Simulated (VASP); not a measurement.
# LiH (F-43m) in VASP: a series of runs

Aim: see how the results for LiH move with the level of theory and the settings. Levels: PBE-based screened hybrid, LDA, r2SCAN. Tasks: single point.

All numbers are computed with VASP 6.6.1; they aren't measurements. Logs are shortened: lines on timing, memory, paths and dates and some standing lists are left out, and cuts for length are marked.

### 1 The cell of the first run

It takes space group F-43m (No. 216, cubic). The conventional cell has a = 4.290 Å, b = 4.290 Å, c = 4.290 Å, α = 90.00°, β = 90.00°, γ = 90.00°. Within 2.5 Å of Li (site symmetry -43m) lie 4 H at 1.86 Å. H (site symmetry -43m) has 4 Li at 1.86 Å within 2.5 Å.

### 2 Single point, PBE-based screened hybrid

The input, POSCAR:

```
LiH
1.0
    0.0000000000      2.1451220099      2.1451220099
    2.1451220099      0.0000000000      2.1451220099
    2.1451220099      2.1451220099      0.0000000000
Li H
1 1
Direct
    0.0000000000      0.0000000000      0.0000000000
    0.2500000000      0.2500000000      0.2500000000
```

The input, INCAR.step1:

```
SYSTEM = LiH
ALGO = Normal
EDIFF = 1E-5
ENCUT = 520
GGA = PE
ISIF = 2
ISMEAR = 0
LASPH = .True.
LREAL = .False.
LWAVE = .True.
NBANDS = 9
NELM = 80
PREC = Accurate
SIGMA = 0.01
```

The input, INCAR.step2:

```
SYSTEM = LiH
AEXX = 0.1
ALGO = Normal
EDIFF = 1E-6
ENCUT = 520
GGA = PE
HFSCREEN = 0.3
ISIF = 2
ISMEAR = 0
ISTART = 1
LASPH = .True.
LCHARG = .True.
LELF = .True.
LHFCALC = .True.
LREAL = .False.
LVHAR = .True.
LWAVE = .False.
NBANDS = 9
NELM = 80
PREC = Accurate
PRECFOCK = Normal
SIGMA = 0.01
```

The input, KPOINTS:

```
k-points
0
Gamma
  4 4 4
  0 0 0
```

Potentials or basis: VASP PAW PBE potentials, release 64 (Li_sv, H).

Command:

```
> cat potpaw_PBE.64/Li_sv/POTCAR potpaw_PBE.64/H/POTCAR > POTCAR
> cp INCAR.step1 INCAR
> mpirun -np 1 vasp_std > vasp.out
> cp INCAR.step2 INCAR
> mpirun -np 1 vasp_std > vasp.out
```

OUTCAR:

```text
SYSTEM = LiH
   AEXX = 0.1
   EDIFF = 1E-6
   ENCUT = 520
   GGA = PE
   HFSCREEN = 0.3
   ISIF = 2
   ISMEAR = 0
   ISTART = 1
   LASPH = .True.
   LHFCALC = .True.
   LREAL = .False.
   NELM = 80
   PREC = Accurate
   PRECFOCK = Normal

 ion  position               nearest neighbor table
   1  0.000  0.000  0.000-
   2  0.250  0.250  0.250-

  LATTYP: Found a face centered cubic cell.
 ALAT       =     4.2902440198

  Lattice vectors:

 A1 = (   0.0000000000,   2.1451220099,   2.1451220099)
 A2 = (   2.1451220099,   0.0000000000,   2.1451220099)
 A3 = (   2.1451220099,   2.1451220099,   0.0000000000)

Analysis of symmetry for initial positions (statically):
=====================================================================
 Subroutine PRICEL returns:
 Original cell was already a primitive cell.

 Routine SETGRP: Setting up the symmetry group for a
 face centered cubic supercell.

 Subroutine GETGRP returns: Found 24 space group operations
 (whereof 24 operations were pure point group operations)
 out of a pool of 48 trial point group operations.

The static configuration has the point symmetry T_d .

Analysis of symmetry for dynamics (positions and initial velocities):
=====================================================================
 Subroutine PRICEL returns:
 Original cell was already a primitive cell.

 Routine SETGRP: Setting up the symmetry group for a
 face centered cubic supercell.

 Subroutine GETGRP returns: Found 24 space group operations
 (whereof 24 operations were pure point group operations)
 out of a pool of 48 trial point group operations.

The dynamic configuration has the point symmetry T_d .

 Subroutine INISYM returns: Found 24 space group operations
 (whereof 24 operations are pure point group operations),
 and found     1 'primitive' translations

----------------------------------------------------------------------------------------

                                     Primitive cell

  volume of cell :      19.7418

  direct lattice vectors                    reciprocal lattice vectors
     0.000000000  2.145122010  2.145122010    -0.233086975  0.233086975  0.233086975
     2.145122010  0.000000000  2.145122010     0.233086975 -0.233086975  0.233086975
     2.145122010  2.145122010  0.000000000     0.233086975  0.233086975 -0.233086975

  length of vectors
     3.033660639  3.033660639  3.033660639     0.403718483  0.403718483  0.403718483

  position of ions in fractional coordinates (direct lattice)
     0.000000000  0.000000000  0.000000000
     0.250000000  0.250000000  0.250000000

  ion indices of the primitive-cell ions
   primitive index   ion index
                 1           1
                 2           2

----------------------------------------------------------------------------------------

 KPOINTS: k-points

Automatic generation of k-mesh.
 Grid dimensions read from file:
 generate k-points for:    4    4    4

 Generating k-lattice:

  Cartesian coordinates                     Fractional coordinates (reciprocal lattice)
    -0.058271744  0.058271744  0.058271744     0.250000000  0.000000000  0.000000000
     0.058271744 -0.058271744  0.058271744     0.000000000  0.250000000  0.000000000
     0.058271744  0.058271744 -0.058271744     0.000000000  0.000000000  0.250000000

  Length of vectors
     0.100929621  0.100929621  0.100929621

  Shift w.r.t. Gamma in fractional coordinates (k-lattice)
     0.000000000  0.000000000  0.000000000

 Subroutine IBZKPT returns following result:
 ===========================================

 Found      8 irreducible k-points:

 Following reciprocal coordinates:
            Coordinates               Weight
  0.000000  0.000000  0.000000      1.000000
  0.250000  0.000000  0.000000      8.000000
  0.500000  0.000000  0.000000      4.000000
  0.250000  0.250000  0.000000      6.000000
  0.500000  0.250000  0.000000     24.000000
 -0.250000  0.250000  0.000000     12.000000
  0.500000  0.500000  0.000000      3.000000
 -0.250000  0.500000  0.250000      6.000000
   k-points           NKPTS =      8   k-points in BZ     NKDIM =     64   number of bands    NBANDS=      9
   number of dos      NEDOS =    301   number of ions     NIONS =      2
   total plane-waves  NPLWV =  13824
   dimension x,y,z NGX =    24 NGY =   24 NGZ =   24
   dimension x,y,z NGXF=    48 NGYF=   48 NGZF=   48
   ions per type =               1   1
   NGX,Y,Z   is equivalent  to a cutoff of  13.15, 13.15, 13.15 a.u.
   NGXF,Y,Z  is equivalent  to a cutoff of  26.30, 26.30, 26.30 a.u.
 SYSTEM =  LiH
   PREC   = accura    normal or accurate (medium, high low for compatibility)
   ISTART =      1    job   : 0-new  1-cont  2-samecut
   ICHARG =      0    charge: 1-file 2-atom 10-const
   ISPIN  =      1    spin polarized calculation?
   LNONCOLLINEAR =      F non collinear calculations
   LSORBIT =      F    spin-orbit coupling
   LASPH  =      T    aspherical Exc in radial PAW
   ENCUT  =  520.0 eV  38.22 Ry    6.18 a.u.   5.64  5.64  5.64*2*pi/ulx,y,z
   NELM   =     80;   NELMIN=  2; NELMDL=  0     # of ELM steps
   EDIFF  = 0.1E-05   stopping-criterion for ELM
   LREAL  =      F    real-space projection
   EDIFFG = 0.1E-04   stopping-criterion for IOM
   NSW    =      0    number of steps for IOM
   IBRION =     -1    ionic relax: 0-MD 1-quasi-New 2-CG
   NFREE  =      0    steps in history (QN), initial steepest desc. (CG)
   ISIF   =      2    stress and relaxation
   ISYM   =      3    0-nonsym 1-usesym 2-fastsym
   POTIM  = 0.5000    time-step for ionic-motion
   TEBEG  =    0.0;   TEEND  =   0.0 temperature during run
   PSTRESS=    0.0 pullay stress
   NELECT =       4.0000    total number of electrons
   NUPDOWN=      -1.0000    fix difference up-down
   EMIN   =  10.00;   EMAX   =-10.00  energy-range for DOS
   EFERMI =   0.00;   METHOD = LEGACY
   ISMEAR =     0;   SIGMA  =   0.01  broadening in eV -4-tet -1-fermi 0-gaus
   EFERMI_NEDOS =   21; number of points for ismear=-14 and -15
   IALGO  =     38    algorithm
   IMIX   =      1    mixing-type and parameters
     AMIX     =   0.40;   BMIX     =  1.00
     AMIX_MAG =   1.60;   BMIX_MAG =  1.00
  volume/ion in A,a.u.               =       9.87        66.61
  Fermi-wavevector in a.u.,A,eV,Ry     =   0.961537  1.817042 12.579322  0.924554
  Thomas-Fermi vector in A             =   2.090918
   LORBIT       =      0    0 simple, 1 ext, 2 COOP (PROOUT), +10 PAW based schemes
   GGA     = PE    functional components
   LHFCALC =     T    Hartree Fock is set to
   PRECFOCK=normal    Normal, Fast or Accurate (Low or Medium for compatibility)
   ENCUT4O =  -1.0   cutoff for four orbital integrals eV
   NKREDX  =     1    reduce k-point grid by
   NKREDY  =     1    reduce k-point grid by
   NKREDZ  =     1    reduce k-point grid by
   AEXX    =    0.1000 exact exchange contribution
   HFSCREEN=    0.3000 screening length (either q_TF or 0.3 A-1)
   HFSCREENC=   0.3000 screening length for correlation (either q_TF or 0.3 A-1)
   ENCUTFOCK=  -1.0 apply spherical cutoff to Coloumb kernel
   IVDW    =     0    specifies the selected vdW correction
   LEPSILON=     F    determine dielectric tensor
   LRPA    =     F    only Hartree local field effects (RPA)
 non-spin polarized calculation
 Gauss-broadening in eV      SIGMA  =   0.01
  energy-cutoff  :      520.00
  volume of cell :       19.74
 maximum number of plane-waves:       544
 NGX is ok and might be reduce to    24
  NGX = 18; NGY = 18; NGZ = 18

 number of electron       3.9999993 magnetization

 Free energy of the ion-electron system (eV)
  ---------------------------------------------------
  ext. energy  EPLUGINS =         0.00000000
  ---------------------------------------------------
  free energy    TOTEN  =        -6.24533215 eV

  energy without entropy =       -6.24533215  energy(sigma->0) =       -6.24533215

 E-fermi :  -1.7257     XC(G=0):  -7.2650

 val. band max:       -1.9046409684   @ k =  -0.2500   0.5000   0.2500
 cond. band min:       2.6220737496   @ k =   0.5000   0.0000   0.0000
 fundamental gap:      4.5267147179
 Fermi energy:        -1.7257457660

 k-point     1 :       0.0000    0.0000    0.0000
  band No.  band energies     occupation
      1     -46.4053      2.00000
      2      -5.7602      2.00000
      3      11.6813      0.00000
      4      15.8848      0.00000
      5      15.8848      0.00000
      6      15.8848      0.00000
      7      18.4418      0.00000
      8      18.4418      0.00000
      9      18.4418      0.00000

 k-point     2 :       0.2500    0.0000    0.0000
  band No.  band energies     occupation
      1     -46.3933      2.00000
      2      -4.7532      2.00000
      3       6.8429      0.00000
      4      14.2198      0.00000
      5      14.2198      0.00000
      6      14.4147      0.00000
      7      19.5280      0.00000
      8      19.5280      0.00000
      9      21.2535      0.00000

 k-point     3 :       0.5000    0.0000    0.0000
  band No.  band energies     occupation
      1     -46.3814      2.00000
      2      -3.0088      2.00000
      3       2.6221      0.00000
      4      13.6559      0.00000
      5      13.6559      0.00000
      6      14.6654      0.00000
      7      17.5446      0.00000
      8      17.5446      0.00000
      9      21.2358      0.00000

 k-point     4 :       0.2500    0.2500    0.0000
  band No.  band energies     occupation
      1     -46.3894      2.00000
      2      -4.4322      2.00000
      3       8.2446      0.00000
      4      11.2295      0.00000
      5      11.2295      0.00000
      6      13.5044      0.00000
      7      16.5469      0.00000
      8      24.6631      0.00000
      9      25.3097      0.00000

 k-point     5 :       0.5000    0.2500    0.0000
  band No.  band energies     occupation
      1     -46.3776      2.00000
      2      -2.6735      2.00000
      3       3.9852      0.00000
      4       8.9154      0.00000
      5      10.7045      0.00000
      6      13.5539      0.00000
      7      18.7316      0.00000
      8      23.4329      0.00000
      9      23.9622      0.00000

 k-point     6 :      -0.2500    0.2500    0.0000
  band No.  band energies     occupation
      1     -46.3815      2.00000
      2      -3.2778      2.00000
      3       4.4077      0.00000
      4       9.0107      0.00000
      5      12.9290      0.00000
      6      14.9307      0.00000
      7      19.0445      0.00000
      8      21.5932      0.00000
      9      22.8675      0.00000

 k-point     7 :       0.5000    0.5000    0.0000
  band No.  band energies     occupation
      1     -46.3738      2.00000
      2      -2.2605      2.00000
      3       5.6375      0.00000
      4       8.4634      0.00000
      5       9.2730      0.00000
      6       9.2730      0.00000
      7      16.9724      0.00000
      8      27.2111      0.00000
      9      31.3997      0.00000

 k-point     8 :      -0.2500    0.5000    0.2500
  band No.  band energies     occupation
      1     -46.3737      2.00000
      2      -1.9046      2.00000
      3       4.8300      0.00000
      4       5.3273      0.00000
      5       9.5364      0.00000
      6      16.6884      0.00000
      7      18.6892      0.00000
      8      20.0706      0.00000
      9      25.4899      0.00000

------------------------ aborting loop because EDIFF is reached ----------------------------------------

  FORCE on cell =-STRESS in cart. coord.  units (eV):
  Direction    XX          YY          ZZ          XY          YZ          ZX
  --------------------------------------------------------------------------------------
  -------------------------------------------------------------------------------------
  Total       -0.0462827     -0.0462827     -0.0462827      0.0000000     -0.0000000      0.0000000
  in kB       -3.7561493     -3.7561493     -3.7561493      0.0000000     -0.0000000      0.0000000
  external PRESSURE =      -3.7561493 kB  Pullay stress =       0.0000000 kB

 VOLUME and BASIS-vectors are now :
 -----------------------------------------------------------------------------
  energy-cutoff  :      520.00
  volume of cell :       19.74
      direct lattice vectors                 reciprocal lattice vectors
     0.000000000  2.145122010  2.145122010    -0.233086975  0.233086975  0.233086975
     2.145122010  0.000000000  2.145122010     0.233086975 -0.233086975  0.233086975
     2.145122010  2.145122010  0.000000000     0.233086975  0.233086975 -0.233086975

 POSITION                                       TOTAL-FORCE (eV/Angst)
 -----------------------------------------------------------------------------------
      0.00000      0.00000      0.00000        -0.000000     -0.000000     -0.000000
      1.07256      1.07256      1.07256         0.000000      0.000000      0.000000
 -----------------------------------------------------------------------------------
    total drift:                                0.000008      0.000002      0.000004

  FREE ENERGIE OF THE ION-ELECTRON SYSTEM (eV)
  ---------------------------------------------------
  free  energy   TOTEN  =        -6.2453321490 eV

  energy  without entropy=       -6.2453321490  energy(sigma->0) =       -6.24533215
```

It took 8.7 s on 1 thread of Intel Xeon 6975P-C (Granite Rapids), shared host; peak memory 0.22 GiB.

What came out:

```yaml
Free_energy: -6.2453 eV
Band_gap_on_the_k_mesh: 4.53 eV, indirect (least direct gap 5.63 eV)
```

Caveat: the k points lie up to 0.63 Å⁻¹ apart; the cutoff is under 1.25 times the usual one of these potentials, so pressure, stress and relaxed cells hold a basis-set (Pulay) error; the PAW data sets were made with another functional, which shifts forces and pressure a little. A k mesh can miss the band edges.

### 3 Single point, LDA

The input, INCAR:

```
  PREC = Accurate
  ENCUT = 750
  EDIFF = 1E-6
  ISMEAR = 0
  SIGMA = 0.01
  LREAL = F
  LASPH = T
  NELM = 120
  ALGO = Normal
  ISIF = 2
  LWAVE = F
  LCHARG = F
  NBANDS = 9
  GGA_COMPAT = F
```

The input, KPOINTS:

```
Automatic mesh
0
Gamma
  4 4 4
```

POSCAR is that of step 2.

Potentials or basis: VASP PAW LDA potentials, release 64 (Li_sv, H).

Command:

```
> cat potpaw_LDA.64/Li_sv/POTCAR potpaw_LDA.64/H/POTCAR > POTCAR
> mpirun -np 1 vasp_std > vasp.out
```

Wall time 3.9 s (1 thread of Intel Xeon 8259CL, shared host); peak memory 0.13 GiB.

It converged, with:

```yaml
Free_energy: -6.3429 eV
Pressure: -2.3 GPa
Band_gap_on_the_k_mesh: 3.93 eV, indirect (least direct gap 5.05 eV)
```

Levels at points of the mesh, in eV from the valence-band top:
| k point | band 1 | band 2 | band 3 | band 4 | band 5 |
| --- | --- | --- | --- | --- | --- |
| (0.00, 0.00, 0.00) | -42.48 | -3.80 | 13.06 | 16.78 | 16.78 |
| (0.50, 0.00, 0.00) | -42.45 | -1.12 | 3.93 | 14.63 | 14.63 |
| (0.50, 0.50, 0.00) | -42.45 | -0.39 | 6.93 | 9.71 | 10.36 |

Caveat: the k points lie up to 0.63 Å⁻¹ apart. Expect the measured gap to be larger: semilocal functionals such as LDA lack the derivative discontinuity.

### 4 Single point, r2SCAN

POSCAR is that of step 3.

The input, INCAR.step1:

```
SYSTEM = LiH
PREC = Accurate ; ENCUT = 830
ISMEAR = 0 ; SIGMA = 0.01
LREAL = .FALSE. ; LASPH = .TRUE.
NELM = 120 ; NBANDS = 9
GGA = PE ; ALGO = Normal
EDIFF = 1E-5 ; LWAVE = .TRUE.
LCHARG = .FALSE. ; GGA_COMPAT = .FALSE.
```

The input, INCAR.step2:

```
SYSTEM = LiH
PREC = Accurate ; ENCUT = 830
EDIFF = 1E-6 ; ISMEAR = 0
SIGMA = 0.01 ; LREAL = .FALSE.
LASPH = .TRUE. ; NELM = 120
ALGO = Normal ; ISIF = 2
LWAVE = .FALSE. ; LCHARG = .FALSE.
METAGGA = R2SCAN ; LMIXTAU = .TRUE.
NBANDS = 9 ; ISTART = 1
GGA_COMPAT = .FALSE.
```

The input, KPOINTS:

```
regular mesh
0
G
  3 3 3
  0 0 0
```

Potentials or basis: VASP PAW PBE potentials, release 64 (Li_sv, H).

Command:

```
> cat potpaw_PBE.64/Li_sv/POTCAR potpaw_PBE.64/H/POTCAR > POTCAR
> cp INCAR.step1 INCAR
> mpirun -np 1 vasp_std > vasp.out
> cp INCAR.step2 INCAR
> mpirun -np 1 vasp_std > vasp.out
```

It took 38 s on 1 thread of Intel Xeon 8259CL, shared host; peak memory 0.16 GiB.

Results (log left out):

| Item | Value |
| --- | --- |
| Free energy | -6.7020 eV |
| Pressure | 0.2 GPa |
| Band gap on the k mesh | 6.01 eV, direct |

Levels at points of the mesh, in eV from the valence-band top:
| k point | band 1 | band 2 | band 3 | band 4 | band 5 | band 6 |
| --- | --- | --- | --- | --- | --- | --- |
| (0.00, 0.00, 0.00) | -44.44 | -3.39 | 14.41 | 19.14 | 19.14 | 19.14 |

Caveat: the k points lie up to 0.85 Å⁻¹ apart; the PAW data sets were made with another functional, which shifts forces and pressure a little. A k mesh can miss the band edges.

(Continued in part 2 of 3.)
